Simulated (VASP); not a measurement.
A run of VASP 6.6.1 is set up as follows.

Contents of INCAR:

```
SYSTEM = CO2
PREC = Accurate
ENCUT = 600
EDIFF = 1E-6
ISMEAR = -1
SIGMA = 0.02
LREAL = .False.
LASPH = .True.
NELM = 60
ALGO = Normal
ISIF = 3
LWAVE = .False.
LCHARG = .False.
GGA = PS
IBRION = 2
NSW = 60
EDIFFG = -0.02
```

The input KPOINTS:

```
regular mesh
0
Gamma
  9 9 7
  0 0 0
```

Contents of POSCAR:

```
CO2
1.0
    2.8600000000      0.0000000000      0.0000000000
   -1.4300000000      2.4768326548      0.0000000000
    0.0000000000      0.0000000000      3.1460000000
C O
1 2
Direct
    0.0000000000      0.0000000000      0.0000000000
    0.3333333333      0.6666666667      0.5000000000
    0.6666666667      0.3333333333      0.5000000000
```

Potentials or basis: VASP PAW PBE potentials, release 64 (C, O).

Command:

```sh
$ cat potpaw_PBE.64/C/POTCAR potpaw_PBE.64/O/POTCAR > POTCAR
$ mpirun -np 1 vasp_std > vasp.out
```

Q: What does it give for the band gap on the k mesh?

A: Zero (bands 8 and 9 overlap by 0.92 eV).

Q: What does it give for the relaxed cell?

A: a = 3.306 Å, b = 3.306 Å, c = 2.575 Å, α = 90.00°, β = 90.00°, γ = 120.00°.

Step by step:
```csv
step,energy change (eV),largest force (eV/Å),pressure (GPa),volume (Å³)
1,0.0000,0.0000,52.57,22.29
2,-1.1209,0.0000,-16.61,30.91
3,-1.2068,0.0000,-7.01,28.60
4,-1.5114,0.0000,-8.99,27.63
5,-1.6385,0.0000,-3.80,23.95
6,-1.7535,0.0000,-8.43,25.47
7,-1.7518,0.0000,-9.48,26.03
8,-1.7567,0.0000,-9.25,25.84
9,-1.7788,0.0000,7.52,23.39
10,-1.8007,0.0000,-0.11,24.36
11,-1.8007,0.0000,0.11,24.33
12,-1.8011,0.0000,0.11,24.36
13,-1.8012,0.0000,0.13,24.38
```

Caveat: a cell axis changed by over 15 % at a fixed basis, so the end point is rough; the PAW data sets were made with another functional, which shifts forces and pressure a little.
